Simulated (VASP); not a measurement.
# Si2W3 (P4/mbm) in VASP: single point with PBE

Aim: the single point of Si2W3 with PBE.

All numbers are computed with VASP 6.6.1; they aren't measurements. Logs are shortened: lines on timing, memory, paths and dates and some standing lists are left out, and cuts for length are marked.

## Step 1: The cell of the first run

It takes space group P4/mbm (No. 127, tetragonal). The conventional cell has a = 7.160 Å, b = 7.160 Å, c = 3.577 Å, α = 90.00°, β = 90.00°, γ = 90.00°. Si (site symmetry m2m) has 3 Si at 2.72 to 3.58 Å and 8 W at 2.75 to 2.79 Å within 3.6 Å. W (site symmetry 4/m) has 4 Si at 2.79 Å and 10 W at 3.23 to 3.58 Å within 3.7 Å. Within 3.6 Å of W (site symmetry m2m) lie 6 Si at 2.75 to 2.77 Å and 7 W at 3.23 to 3.58 Å.

## Step 2: Single point, PBE (strain +0.080 along x and y, +0.080 along z)

INCAR

```
SYSTEM = Si2W3
ALGO = Fast
EDIFF = 1E-6
ENCUT = 520
GGA = PE
ISIF = 2
ISMEAR = 0
LASPH = .TRUE.
LCHARG = .FALSE.
LREAL = .FALSE.
LWAVE = .FALSE.
NBANDS = 61
NELM = 100
PREC = Accurate
SIGMA = 0.15
```

KPOINTS

```
k-points
0
G
  6 6 12
  0 0 0
```

POSCAR

```
Si2W3
1.0
    7.1604370404      0.0000000000      0.0000000000
    0.0000000000      7.1604370404      0.0000000000
    0.0000000000      0.0000000000      3.5773070932
Si W
4 6
Direct
    0.1342329886      0.6342329886      0.0000000000
    0.8657670114      0.3657670114      0.0000000000
    0.6342329886      0.8657670114      0.0000000000
    0.3657670114      0.1342329886      0.0000000000
    0.5000000000      0.5000000000      0.0000000000
    0.0000000000      0.0000000000      0.0000000000
    0.6595119696      0.1595119696      0.5000000000
    0.3404880304      0.8404880304      0.5000000000
    0.1595119696      0.3404880304      0.5000000000
    0.8404880304      0.6595119696      0.5000000000
```

Potentials or basis: VASP PAW PBE potentials, release 64 (Si, W_sv).

On the command line:

```sh
cat potpaw_PBE.64/Si/POTCAR potpaw_PBE.64/W_sv/POTCAR > POTCAR
mpirun -np 1 vasp_std > vasp.out
```

OUTCAR:

```text
SYSTEM = Si2W3
   EDIFF = 1E-6
   ENCUT = 520
   GGA = PE
   ISIF = 2
   ISMEAR = 0
   LASPH = .TRUE.
   LREAL = .FALSE.
   NELM = 100
   PREC = Accurate

 ion  position               nearest neighbor table
   1  0.134  0.634  0.000-   2 2.72   8 2.75   8 2.75  10 2.77   9 2.77   9 2.77  10 2.77   5 2.79
                             6 2.79
   2  0.866  0.366  0.000-   1 2.72   7 2.75   7 2.75  10 2.77   9 2.77   9 2.77  10 2.77   5 2.79
                             6 2.79
   3  0.634  0.866  0.000-   4 2.72  10 2.75  10 2.75   7 2.77   7 2.77   8 2.77   8 2.77   5 2.79
                             6 2.79
   4  0.366  0.134  0.000-   3 2.72   9 2.75   9 2.75   7 2.77   7 2.77   8 2.77   8 2.77   5 2.79
                             6 2.79
   5  0.500  0.500  0.000-   1 2.79   2 2.79   3 2.79   4 2.79   7 3.23   8 3.23   9 3.23  10 3.23
                             7 3.23   8 3.23   9 3.23  10 3.23
   6  0.000  0.000  0.000-   1 2.79   2 2.79   3 2.79   4 2.79   7 3.23   8 3.23   9 3.23  10 3.23
                             7 3.23   8 3.23   9 3.23  10 3.23
   7  0.660  0.160  0.500-   2 2.75   2 2.75   4 2.77   3 2.77   3 2.77   4 2.77   8 3.23   5 3.23
                             6 3.23   5 3.23   6 3.23
   8  0.340  0.840  0.500-   1 2.75   1 2.75   4 2.77   3 2.77   3 2.77   4 2.77   7 3.23   5 3.23
                             6 3.23   5 3.23   6 3.23
   9  0.160  0.340  0.500-   4 2.75   4 2.75   1 2.77   1 2.77   2 2.77   2 2.77  10 3.23   5 3.23
                             6 3.23   5 3.23   6 3.23
  10  0.840  0.660  0.500-   3 2.75   3 2.75   1 2.77   1 2.77   2 2.77   2 2.77   9 3.23   5 3.23
                             6 3.23   5 3.23   6 3.23

  LATTYP: Found a simple tetragonal cell.
 ALAT       =     7.1604370404
 C/A-ratio  =     0.4995934009

  Lattice vectors:

 A1 = (   7.1604370404,   0.0000000000,   0.0000000000)
 A2 = (   0.0000000000,   7.1604370404,   0.0000000000)
 A3 = (   0.0000000000,   0.0000000000,   3.5773070932)

Analysis of symmetry for initial positions (statically):
=====================================================================
 Subroutine PRICEL returns:
 Original cell was already a primitive cell.

 Routine SETGRP: Setting up the symmetry group for a
 simple tetragonal supercell.

 Subroutine GETGRP returns: Found 16 space group operations
 (whereof  8 operations were pure point group operations)
 out of a pool of 16 trial point group operations.

The static configuration has the point symmetry C_4h.
 The point group associated with its full space group is D_4h.

Analysis of symmetry for dynamics (positions and initial velocities):
=====================================================================
 Subroutine PRICEL returns:
 Original cell was already a primitive cell.

 Routine SETGRP: Setting up the symmetry group for a
 simple tetragonal supercell.

 Subroutine GETGRP returns: Found 16 space group operations
 (whereof  8 operations were pure point group operations)
 out of a pool of 16 trial point group operations.

The dynamic configuration has the point symmetry C_4h.
 The point group associated with its full space group is D_4h.

 Subroutine INISYM returns: Found 16 space group operations
 (whereof  8 operations are pure point group operations),
 and found     1 'primitive' translations

----------------------------------------------------------------------------------------

                                     Primitive cell

  volume of cell :     183.4152

  direct lattice vectors                    reciprocal lattice vectors
     7.160437040  0.000000000  0.000000000     0.139656280  0.000000000  0.000000000
     0.000000000  7.160437040  0.000000000     0.000000000  0.139656280  0.000000000
     0.000000000  0.000000000  3.577307093     0.000000000  0.000000000  0.279539881

  length of vectors
     7.160437040  7.160437040  3.577307093     0.139656280  0.139656280  0.279539881

  position of ions in fractional coordinates (direct lattice)
     0.134232989  0.634232989  0.000000000
     0.865767011  0.365767011  0.000000000
     0.634232989  0.865767011  0.000000000
     0.365767011  0.134232989  0.000000000
     0.500000000  0.500000000  0.000000000
     0.000000000  0.000000000  0.000000000
     0.659511970  0.159511970  0.500000000
     0.340488030  0.840488030  0.500000000
     0.159511970  0.340488030  0.500000000
     0.840488030  0.659511970  0.500000000

  ion indices of the primitive-cell ions
   primitive index   ion index
                 1           1
                 2           2
                 3           3
                 4           4
                 5           5
                 6           6
                 7           7
                 8           8
                 9           9
                10          10

----------------------------------------------------------------------------------------

 KPOINTS: k-points

Automatic generation of k-mesh.
 Grid dimensions read from file:
 generate k-points for:    6    6   12

 Generating k-lattice:

  Cartesian coordinates                     Fractional coordinates (reciprocal lattice)
     0.023276047  0.000000000  0.000000000     0.166666667  0.000000000  0.000000000
     0.000000000  0.023276047  0.000000000     0.000000000  0.166666667  0.000000000
     0.000000000  0.000000000  0.023294990     0.000000000  0.000000000  0.083333333

  Length of vectors
     0.023276047  0.023276047  0.023294990

  Shift w.r.t. Gamma in fractional coordinates (k-lattice)
     0.000000000  0.000000000  0.000000000

 Subroutine IBZKPT returns following result:
 ===========================================

 Found     70 irreducible k-points:

 Following reciprocal coordinates:
            Coordinates               Weight
  0.000000  0.000000  0.000000      1.000000
  0.166667  0.000000  0.000000      4.000000
  0.333333  0.000000  0.000000      4.000000
  0.500000  0.000000  0.000000      2.000000
  0.166667  0.166667  0.000000      4.000000
  0.333333  0.166667  0.000000      8.000000
[... 16 lines left out ...]
  0.333333  0.000000  0.166667      8.000000
  0.500000  0.000000  0.166667      4.000000
 [... further k-points ...]
   k-points           NKPTS =     70   k-points in BZ     NKDIM =     70   number of bands    NBANDS=     61
   number of dos      NEDOS =    301   number of ions     NIONS =     10
   total plane-waves  NPLWV =  81648
   dimension x,y,z NGX =    54 NGY =   54 NGZ =   28
   dimension x,y,z NGXF=   108 NGYF=  108 NGZF=   56
   ions per type =               4   6
   NGX,Y,Z   is equivalent  to a cutoff of  12.54, 12.54, 13.01 a.u.
   NGXF,Y,Z  is equivalent  to a cutoff of  25.07, 25.07, 26.02 a.u.
 SYSTEM =  Si2W3
   PREC   = accura    normal or accurate (medium, high low for compatibility)
   ISTART =      0    job   : 0-new  1-cont  2-samecut
   ICHARG =      2    charge: 1-file 2-atom 10-const
   ISPIN  =      1    spin polarized calculation?
   LNONCOLLINEAR =      F non collinear calculations
   LSORBIT =      F    spin-orbit coupling
   LASPH  =      T    aspherical Exc in radial PAW
   ENCUT  =  520.0 eV  38.22 Ry    6.18 a.u.  13.31 13.31  6.65*2*pi/ulx,y,z
   NELM   =    100;   NELMIN=  2; NELMDL= -5     # of ELM steps
   EDIFF  = 0.1E-05   stopping-criterion for ELM
   LREAL  =      F    real-space projection
   EDIFFG = 0.1E-04   stopping-criterion for IOM
   NSW    =      0    number of steps for IOM
   IBRION =     -1    ionic relax: 0-MD 1-quasi-New 2-CG
   NFREE  =      0    steps in history (QN), initial steepest desc. (CG)
   ISIF   =      2    stress and relaxation
   ISYM   =      2    0-nonsym 1-usesym 2-fastsym
   POTIM  = 0.5000    time-step for ionic-motion
   TEBEG  =    0.0;   TEEND  =   0.0 temperature during run
   PSTRESS=    0.0 pullay stress
   NELECT =     100.0000    total number of electrons
   NUPDOWN=      -1.0000    fix difference up-down
   EMIN   =  10.00;   EMAX   =-10.00  energy-range for DOS
   EFERMI =   0.00;   METHOD = LEGACY
   ISMEAR =     0;   SIGMA  =   0.15  broadening in eV -4-tet -1-fermi 0-gaus
   EFERMI_NEDOS =   21; number of points for ismear=-14 and -15
   IALGO  =     68    algorithm
   IMIX   =      4    mixing-type and parameters
     AMIX     =   0.40;   BMIX     =  1.00
     AMIX_MAG =   1.60;   BMIX_MAG =  1.00
  volume/ion in A,a.u.               =      18.34       123.77
  Fermi-wavevector in a.u.,A,eV,Ry     =   1.337405  2.527330 24.336104  1.788653
  Thomas-Fermi vector in A             =   2.465957
   LORBIT       =      0    0 simple, 1 ext, 2 COOP (PROOUT), +10 PAW based schemes
   GGA     = PE    functional components
   LHFCALC =     F    Hartree Fock is set to
   AEXX    =    0.0000 exact exchange contribution
   IVDW    =     0    specifies the selected vdW correction
   LEPSILON=     F    determine dielectric tensor
   LRPA    =     F    only Hartree local field effects (RPA)
 non-spin polarized calculation
 RMM-DIIS sequential band-by-band and
 Gauss-broadening in eV      SIGMA  =   0.15
  energy-cutoff  :      520.00
  volume of cell :      183.42
 maximum number of plane-waves:      4976
 NGX is ok and might be reduce to    54
   NGX = 27   NGY = 27   NGZ = 13

 number of electron     100.0000000 magnetization

 number of electron      99.9999990 magnetization

 Free energy of the ion-electron system (eV)
  ---------------------------------------------------
  ext. energy  EPLUGINS =         0.00000000
  ---------------------------------------------------
  free energy    TOTEN  =       -94.19428119 eV

  energy without entropy =      -94.09681093  energy(sigma->0) =      -94.14554606

 E-fermi :   8.6863     XC(G=0): -11.7911

 val. band max:        8.6841097083   @ k =   0.3333   0.3333   0.1667
 cond. band min:       8.6867454609   @ k =   0.5000   0.0000   0.1667
 fundamental gap:      0.0026357526
 Fermi energy:         8.6863302591

 k-point     1 :       0.0000    0.0000    0.0000
  band No.  band energies     occupation
      1     -65.9991      2.00000
      2     -65.9977      2.00000
      3     -65.9951      2.00000
      4     -65.9951      2.00000
      5     -65.8372      2.00000
      6     -65.8368      2.00000
[... 1525 lines left out ...]
     60      10.2764      0.00000
     61      10.6257      0.00000

 [... further k-points ...]
[... 5 lines left out ...]
  --------------------------------------------------------------------------------------
  -------------------------------------------------------------------------------------
  Total      -41.1198513    -41.1198513    -38.7330803      0.0000000      0.0000000      0.0000000
  in kB     -359.1921472   -359.1921472   -338.3431073      0.0000000      0.0000000      0.0000000
  external PRESSURE =    -352.2424672 kB  Pullay stress =       0.0000000 kB

 VOLUME and BASIS-vectors are now :
 -----------------------------------------------------------------------------
  energy-cutoff  :      520.00
  volume of cell :      183.42
      direct lattice vectors                 reciprocal lattice vectors
     7.160437040  0.000000000  0.000000000     0.139656280  0.000000000  0.000000000
     0.000000000  7.160437040  0.000000000     0.000000000  0.139656280  0.000000000
     0.000000000  0.000000000  3.577307093     0.000000000  0.000000000  0.279539881

 POSITION                                       TOTAL-FORCE (eV/Angst)
 -----------------------------------------------------------------------------------
      0.96117      4.54139      0.00000         0.110197      0.110197      0.000000
      6.19927      2.61905      0.00000        -0.110197     -0.110197      0.000000
      4.54139      6.19927      0.00000         0.110197     -0.110197      0.000000
      2.61905      0.96117      0.00000        -0.110197      0.110197     -0.000000
      3.58022      3.58022      0.00000         0.000000      0.000000      0.000000
      0.00000      0.00000      0.00000         0.000000      0.000000      0.000000
      4.72239      1.14218      1.78865        -0.402131     -0.402131      0.000000
      2.43804      6.01826      1.78865         0.402131      0.402131      0.000000
      1.14218      2.43804      1.78865        -0.402131      0.402131     -0.000000
      6.01826      4.72239      1.78865         0.402131     -0.402131      0.000000
 -----------------------------------------------------------------------------------
    total drift:                               -0.000000     -0.000000      0.000000

  FREE ENERGIE OF THE ION-ELECTRON SYSTEM (eV)
  ---------------------------------------------------
  free  energy   TOTEN  =       -94.1942811912 eV

  energy  without entropy=      -94.0968109311  energy(sigma->0) =      -94.14554606
```

It took 11 min on 1 thread of Intel Xeon 6975P-C (Granite Rapids), shared host; peak memory 0.65 GiB.

What came out:

```
Free energy            : -94.1943 eV
Pressure               : -35.2 GPa
Largest force          : 0.569 eV/Å
Band gap on the k mesh : zero (band 50 reaches 9.38 eV, above the bottom of band 51 at 8.22 eV)
```

Forces on the atoms (eV/Å):
```
Si   0.110  0.110  0.000
Si  -0.110 -0.110  0.000
Si   0.110 -0.110  0.000
Si  -0.110  0.110  0.000
W    0.000  0.000  0.000
W    0.000  0.000  0.000
W   -0.402 -0.402  0.000
W    0.402  0.402  0.000
W   -0.402  0.402  0.000
W    0.402 -0.402  0.000
```

Levels at points of the mesh, in eV from the Fermi level:
```tsv
k point	band 47	band 48	band 49	band 50	band 51	band 52	band 53	band 54
(0.00, 0.00, 0.00)	-0.64	-0.64	-0.40	-0.13	-0.13	0.10	0.48	0.61
(0.50, 0.00, 0.00)	-0.76	-0.76	-0.55	-0.55	-0.43	-0.43	0.34	0.34
(0.50, 0.50, 0.00)	-1.00	-1.00	-0.11	-0.11	-0.06	-0.06	-0.01	-0.01
(0.00, 0.00, 0.50)	-1.51	-1.17	-1.04	-0.92	1.06	1.23	1.24	1.28
(0.50, 0.00, 0.50)	-0.28	-0.28	0.03	0.03	0.46	0.46	1.14	1.15
(0.50, 0.50, 0.50)	-0.16	-0.16	0.70	0.70	0.93	0.93	1.03	1.03
```

Caveat: the cell differs from its parent crystal (strain +0.080 along x and y, +0.080 along z); spin-orbit coupling is left out, which moves the levels of the heavy elements.
